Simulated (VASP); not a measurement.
# Mg4Se (Pm-3m) in VASP: single point with PBE

Aim: the single point of Mg4Se with PBE.

Program: VASP 6.6.1. These are calculated values, not measurements. Logs are shortened: lines on timing, memory, paths and dates and some standing lists are left out, and cuts for length are marked.

## (1) The cell of the first run

The structure is cubic, space group Pm-3m (No. 221). Conventional cell: a = 5.290 Å, b = 5.290 Å, c = 5.290 Å, α = 90.00°, β = 90.00°, γ = 90.00°. Within 3.5 Å of Mg (site symmetry m-3m) lie 6 Mg at 2.65 Å. Mg (site symmetry 4/mmm) has 2 Mg at 2.65 Å within 3.5 Å. Se (site symmetry m-3m) has 20 Mg at 3.74 to 4.58 Å within 4.9 Å.

The cell was built from a structure type or drawn by symmetry, and may not be a known phase.

## (2) Single point, PBE

INCAR reads:

```
PREC = Accurate
ENCUT = 600
EDIFF = 1E-6
ISMEAR = 0
SIGMA = 0.2
LREAL = False
LASPH = True
NELM = 120
ALGO = Normal
ISIF = 2
LWAVE = False
LCHARG = False
GGA = PE
NBANDS = 15
GGA_COMPAT = False
```

KPOINTS reads:

```
regular mesh
0
Gamma
  4 4 4
```

POSCAR reads:

```
Mg4Se
1.0
    5.2902925149      0.0000000000      0.0000000000
    0.0000000000      5.2902925149      0.0000000000
    0.0000000000      0.0000000000      5.2902925149
Mg Se
4 1
Direct
    0.5000000000      0.5000000000      0.5000000000
    0.0000000000      0.5000000000      0.5000000000
    0.5000000000      0.0000000000      0.5000000000
    0.5000000000      0.5000000000      0.0000000000
    0.0000000000      0.0000000000      0.0000000000
```

Potentials or basis: VASP PAW PBE potentials, release 64 (Mg, Se).

The run is started by

```
$ cat potpaw_PBE.64/Mg/POTCAR potpaw_PBE.64/Se/POTCAR > POTCAR
$ mpirun -np 1 vasp_std > vasp.out
```

OUTCAR:

```text
PREC = Accurate
   ENCUT = 600
   EDIFF = 1E-6
   ISMEAR = 0
   LREAL = False
   LASPH = True
   NELM = 120
   ISIF = 2
   GGA = PE

 ion  position               nearest neighbor table
   1  0.500  0.500  0.500-   2 2.65   3 2.65   4 2.65   4 2.65   3 2.65   2 2.65
   2  0.000  0.500  0.500-   1 2.65   1 2.65
   3  0.500  0.000  0.500-   1 2.65   1 2.65
   4  0.500  0.500  0.000-   1 2.65   1 2.65
   5  0.000  0.000  0.000-

  LATTYP: Found a simple cubic cell.
 ALAT       =     5.2902925149

  Lattice vectors:

 A1 = (   5.2902925149,   0.0000000000,   0.0000000000)
 A2 = (   0.0000000000,   5.2902925149,   0.0000000000)
 A3 = (   0.0000000000,   0.0000000000,   5.2902925149)

Analysis of symmetry for initial positions (statically):
=====================================================================
 Subroutine PRICEL returns:
 Original cell was already a primitive cell.

 Routine SETGRP: Setting up the symmetry group for a
 simple cubic supercell.

 Subroutine GETGRP returns: Found 48 space group operations
 (whereof 48 operations were pure point group operations)
 out of a pool of 48 trial point group operations.

The static configuration has the point symmetry O_h .

Analysis of symmetry for dynamics (positions and initial velocities):
=====================================================================
 Subroutine PRICEL returns:
 Original cell was already a primitive cell.

 Routine SETGRP: Setting up the symmetry group for a
 simple cubic supercell.

 Subroutine GETGRP returns: Found 48 space group operations
 (whereof 48 operations were pure point group operations)
 out of a pool of 48 trial point group operations.

The dynamic configuration has the point symmetry O_h .

 Subroutine INISYM returns: Found 48 space group operations
 (whereof 48 operations are pure point group operations),
 and found     1 'primitive' translations

----------------------------------------------------------------------------------------

                                     Primitive cell

  volume of cell :     148.0604

  direct lattice vectors                    reciprocal lattice vectors
     5.290292515  0.000000000  0.000000000     0.189025465  0.000000000  0.000000000
     0.000000000  5.290292515  0.000000000     0.000000000  0.189025465  0.000000000
     0.000000000  0.000000000  5.290292515     0.000000000  0.000000000  0.189025465

  length of vectors
     5.290292515  5.290292515  5.290292515     0.189025465  0.189025465  0.189025465

  position of ions in fractional coordinates (direct lattice)
     0.500000000  0.500000000  0.500000000
     0.000000000  0.500000000  0.500000000
     0.500000000  0.000000000  0.500000000
     0.500000000  0.500000000  0.000000000
     0.000000000  0.000000000  0.000000000

  ion indices of the primitive-cell ions
   primitive index   ion index
                 1           1
                 2           2
                 3           3
                 4           4
                 5           5

----------------------------------------------------------------------------------------

 KPOINTS: regular mesh

Automatic generation of k-mesh.
 Grid dimensions read from file:
 generate k-points for:    4    4    4

 Generating k-lattice:

  Cartesian coordinates                     Fractional coordinates (reciprocal lattice)
     0.047256366  0.000000000  0.000000000     0.250000000  0.000000000  0.000000000
     0.000000000  0.047256366  0.000000000     0.000000000  0.250000000  0.000000000
     0.000000000  0.000000000  0.047256366     0.000000000  0.000000000  0.250000000

  Length of vectors
     0.047256366  0.047256366  0.047256366

  Shift w.r.t. Gamma in fractional coordinates (k-lattice)
     0.000000000  0.000000000  0.000000000

 Subroutine IBZKPT returns following result:
 ===========================================

 Found     10 irreducible k-points:

 Following reciprocal coordinates:
            Coordinates               Weight
  0.000000  0.000000  0.000000      1.000000
  0.250000  0.000000  0.000000      6.000000
  0.500000  0.000000  0.000000      3.000000
  0.250000  0.250000  0.000000     12.000000
  0.500000  0.250000  0.000000     12.000000
  0.500000  0.500000  0.000000      3.000000
  0.250000  0.250000  0.250000      8.000000
  0.500000  0.250000  0.250000     12.000000
  0.500000  0.500000  0.250000      6.000000
  0.500000  0.500000  0.500000      1.000000
   k-points           NKPTS =     10   k-points in BZ     NKDIM =     10   number of bands    NBANDS=     15
   number of dos      NEDOS =    301   number of ions     NIONS =      5
   total plane-waves  NPLWV =  74088
   dimension x,y,z NGX =    42 NGY =   42 NGZ =   42
   dimension x,y,z NGXF=    84 NGYF=   84 NGZF=   84
   ions per type =               4   1
   NGX,Y,Z   is equivalent  to a cutoff of  13.20, 13.20, 13.20 a.u.
   NGXF,Y,Z  is equivalent  to a cutoff of  26.40, 26.40, 26.40 a.u.
 SYSTEM =  unknown system
   PREC   = accura    normal or accurate (medium, high low for compatibility)
   ISTART =      0    job   : 0-new  1-cont  2-samecut
   ICHARG =      2    charge: 1-file 2-atom 10-const
   ISPIN  =      1    spin polarized calculation?
   LNONCOLLINEAR =      F non collinear calculations
   LSORBIT =      F    spin-orbit coupling
   LASPH  =      T    aspherical Exc in radial PAW
   ENCUT  =  600.0 eV  44.10 Ry    6.64 a.u.  10.57 10.57 10.57*2*pi/ulx,y,z
   NELM   =    120;   NELMIN=  2; NELMDL= -5     # of ELM steps
   EDIFF  = 0.1E-05   stopping-criterion for ELM
   LREAL  =      F    real-space projection
[... 7 lines left out ...]
   TEBEG  =    0.0;   TEEND  =   0.0 temperature during run
   PSTRESS=    0.0 pullay stress
   NELECT =      14.0000    total number of electrons
   NUPDOWN=      -1.0000    fix difference up-down
   EMIN   =  10.00;   EMAX   =-10.00  energy-range for DOS
   EFERMI =   0.00;   METHOD = LEGACY
   ISMEAR =     0;   SIGMA  =   0.20  broadening in eV -4-tet -1-fermi 0-gaus
   EFERMI_NEDOS =   21; number of points for ismear=-14 and -15
   IALGO  =     38    algorithm
   IMIX   =      4    mixing-type and parameters
     AMIX     =   0.40;   BMIX     =  1.00
     AMIX_MAG =   1.60;   BMIX_MAG =  1.00
  volume/ion in A,a.u.               =      29.61       199.83
  Fermi-wavevector in a.u.,A,eV,Ry     =   0.745827  1.409408  7.568339  0.556257
  Thomas-Fermi vector in A             =   1.841505
   LORBIT       =      0    0 simple, 1 ext, 2 COOP (PROOUT), +10 PAW based schemes
   GGA     = PE    functional components
   LHFCALC =     F    Hartree Fock is set to
   AEXX    =    0.0000 exact exchange contribution
   IVDW    =     0    specifies the selected vdW correction
   LEPSILON=     F    determine dielectric tensor
   LRPA    =     F    only Hartree local field effects (RPA)
 non-spin polarized calculation
 Gauss-broadening in eV      SIGMA  =   0.20
  energy-cutoff  :      600.00
  volume of cell :      148.06
 maximum number of plane-waves:      4972
   NGX = 21   NGY = 21   NGZ = 21

 number of electron      13.9999998 magnetization

 Free energy of the ion-electron system (eV)
  ---------------------------------------------------
  ext. energy  EPLUGINS =         0.00000000
  ---------------------------------------------------
  free energy    TOTEN  =        -7.18695800 eV

  energy without entropy =       -7.11070103  energy(sigma->0) =       -7.14882951

 E-fermi :   1.2309     XC(G=0):  -7.7850

 val. band max:        1.2067535805   @ k =   0.5000   0.5000   0.0000
 cond. band min:       1.3076362049   @ k =   0.5000   0.2500   0.2500
 fundamental gap:      0.1008826244
 Fermi energy:         1.2309407084

 k-point     1 :       0.0000    0.0000    0.0000
  band No.  band energies     occupation
      1     -10.3013      2.00000
      2      -3.9512      2.00000
      3      -0.6312      2.00000
      4      -0.6312      2.00000
      5      -0.6312      2.00000
      6       1.4943      0.06261
      7       1.4943      0.06261
      8       1.9237      0.00000
      9       1.9237      0.00000
     10       1.9237      0.00000
     11       4.0650      0.00000
     12       5.9058      0.00000
     13       5.9058      0.00000
     14       5.9058      0.00000
     15       6.3946      0.00000

 k-point     2 :       0.2500    0.0000    0.0000
  band No.  band energies     occupation
      1     -10.2807      2.00000
      2      -3.8969      2.00000
      3      -1.1325      2.00000
      4      -0.4429      2.00000
      5      -0.4429      2.00000
      6       0.7353      1.99954
      7       1.6124      0.00699
      8       1.6124      0.00699
      9       1.7526      0.00023
     10       3.0105      0.00000
     11       4.8211      0.00000
     12       4.9615      0.00000
     13       4.9615      0.00000
     14       5.3623      0.00000
     15       6.1530      0.00000

 k-point     3 :       0.5000    0.0000    0.0000
  band No.  band energies     occupation
      1     -10.2597      2.00000
      2      -3.8497      2.00000
      3      -1.3973      2.00000
      4      -0.1720      2.00000
      5      -0.1720      2.00000
      6       0.1100      2.00000
      7       1.1939      1.20668
      8       1.1939      1.20668
      9       2.1638      0.00000
     10       3.8103      0.00000
     11       4.4224      0.00000
     12       4.7627      0.00000
     13       4.7627      0.00000
     14       6.1688      0.00000
     15       6.5356      0.00000

 k-point     4 :       0.2500    0.2500    0.0000
  band No.  band energies     occupation
      1     -10.2623      2.00000
      2      -3.7385      2.00000
      3      -1.5724      2.00000
      4      -0.2831      2.00000
      5      -0.2821      2.00000
      6      -0.0477      2.00000
      7       1.3299      0.48398
      8       1.5577      0.02085
      9       2.6543      0.00000
     10       3.5189      0.00000
     11       4.0462      0.00000
     12       4.2898      0.00000
     13       5.3699      0.00000
     14       5.8214      0.00000
     15       5.9490      0.00000

 k-point     5 :       0.5000    0.2500    0.0000
  band No.  band energies     occupation
      1     -10.2436      2.00000
      2      -3.5483      2.00000
      3      -1.8219      2.00000
      4      -0.9861      2.00000
      5      -0.0741      2.00000
      6       0.3652      2.00000
      7       1.0328      1.83872
      8       1.4056      0.21675
      9       3.0003      0.00000
     10       3.2136      0.00000
     11       4.1543      0.00000
     12       4.5845      0.00000
     13       4.9988      0.00000
     14       5.0063      0.00000
     15       6.3175      0.00000

 k-point     6 :       0.5000    0.5000    0.0000
  band No.  band energies     occupation
      1     -10.2273      2.00000
      2      -2.9378      2.00000
      3      -2.1210      2.00000
      4      -2.1210      2.00000
      5       0.0362      2.00000
      6       1.2068      1.13580
      7       1.2068      1.13580
      8       1.7132      0.00065
      9       1.7621      0.00017
     10       3.1275      0.00000
     11       3.6746      0.00000
     12       3.6746      0.00000
     13       6.1827      0.00000
     14       6.1827      0.00000
     15       6.8450      0.00000

 k-point     7 :       0.2500    0.2500    0.2500
  band No.  band energies     occupation
      1     -10.2457      2.00000
      2      -3.5342      2.00000
      3      -1.2955      2.00000
      4      -1.2955      2.00000
      5      -0.4053      2.00000
      6       0.6857      1.99988
      7       0.6857      1.99988
      8       0.8264      1.99577
      9       3.6262      0.00000
     10       3.9250      0.00000
     11       3.9250      0.00000
     12       4.3511      0.00000
     13       4.3511      0.00000
     14       6.1449      0.00000
     15       7.2897      0.00000

 k-point     8 :       0.5000    0.2500    0.2500
  band No.  band energies     occupation
      1     -10.2289      2.00000
      2      -3.2497      2.00000
      3      -1.7702      2.00000
      4      -0.9513      2.00000
      5      -0.6677      2.00000
      6      -0.2578      2.00000
      7       0.7255      1.99965
      8       1.3076      0.58760
      9       2.7608      0.00000
     10       3.9235      0.00000
     11       3.9785      0.00000
     12       4.6211      0.00000
     13       5.5278      0.00000
     14       6.5803      0.00000
     15       7.3756      0.00000

 k-point     9 :       0.5000    0.5000    0.2500
  band No.  band energies     occupation
      1     -10.2140      2.00000
      2      -2.6531      2.00000
      3      -1.8266      2.00000
      4      -1.8266      2.00000
      5      -0.6377      2.00000
      6       0.1999      2.00000
      7       0.3115      2.00000
      8       0.3115      2.00000
      9       2.9488      0.00000
     10       3.9840      0.00000
     11       3.9840      0.00000
     12       5.1168      0.00000
     13       6.9909      0.00000
     14       7.3930      0.00000
     15       7.3930      0.00000

 k-point    10 :       0.5000    0.5000    0.5000
  band No.  band energies     occupation
      1     -10.2005      2.00000
      2      -2.1511      2.00000
      3      -1.0435      2.00000
      4      -1.0435      2.00000
      5      -1.0435      2.00000
      6      -0.8879      2.00000
      7      -0.8879      2.00000
      8      -0.8879      2.00000
      9       4.1543      0.00000
     10       4.1543      0.00000
     11       4.1543      0.00000
     12       7.0459      0.00000
     13       7.1694      0.00000
     14       7.1694      0.00000
     15       8.3885      0.00000

------------------------ aborting loop because EDIFF is reached ----------------------------------------

  FORCE on cell =-STRESS in cart. coord.  units (eV):
  Direction    XX          YY          ZZ          XY          YZ          ZX
  --------------------------------------------------------------------------------------
  -------------------------------------------------------------------------------------
  Total        0.3050526      0.3050526      0.3050526      0.0000000     -0.0000000      0.0000000
  in kB        3.3010056      3.3010056      3.3010056      0.0000000     -0.0000000      0.0000000
  external PRESSURE =       3.3010056 kB  Pullay stress =       0.0000000 kB

 VOLUME and BASIS-vectors are now :
 -----------------------------------------------------------------------------
  energy-cutoff  :      600.00
  volume of cell :      148.06
      direct lattice vectors                 reciprocal lattice vectors
     5.290292515  0.000000000  0.000000000     0.189025465  0.000000000  0.000000000
     0.000000000  5.290292515  0.000000000     0.000000000  0.189025465  0.000000000
     0.000000000  0.000000000  5.290292515     0.000000000  0.000000000  0.189025465

 POSITION                                       TOTAL-FORCE (eV/Angst)
 -----------------------------------------------------------------------------------
      2.64515      2.64515      2.64515         0.000000      0.000000      0.000000
      0.00000      2.64515      2.64515         0.000000      0.000000      0.000000
      2.64515      0.00000      2.64515         0.000000      0.000000      0.000000
      2.64515      2.64515      0.00000         0.000000      0.000000      0.000000
      0.00000      0.00000      0.00000         0.000000      0.000000      0.000000
 -----------------------------------------------------------------------------------
    total drift:                               -0.000000     -0.000000      0.000000

  FREE ENERGIE OF THE ION-ELECTRON SYSTEM (eV)
  ---------------------------------------------------
  free  energy   TOTEN  =        -7.1869579954 eV

  energy  without entropy=       -7.1107010342  energy(sigma->0) =       -7.14882951
```

Wall time 27 s (1 thread of Intel Xeon Platinum 8488C (Sapphire Rapids), shared host); peak memory 0.25 GiB.

What came out:

```
Free energy            : -7.1870 eV
Pressure               : 0.3 GPa
Band gap on the k mesh : zero (bands 7 and 8 overlap by 2.50 eV)
```

Levels at points of the mesh, in eV from the Fermi level:
| k point | band 5 | band 6 | band 7 | band 8 | band 9 | band 10 |
| --- | --- | --- | --- | --- | --- | --- |
| (0.00, 0.00, 0.00) | -1.86 | 0.26 | 0.26 | 0.69 | 0.69 | 0.69 |
| (0.50, 0.00, 0.00) | -1.40 | -1.12 | -0.04 | -0.04 | 0.93 | 2.58 |
| (0.50, 0.50, 0.00) | -1.19 | -0.02 | -0.02 | 0.48 | 0.53 | 1.90 |
| (0.50, 0.50, 0.50) | -2.27 | -2.12 | -2.12 | -2.12 | 2.92 | 2.92 |
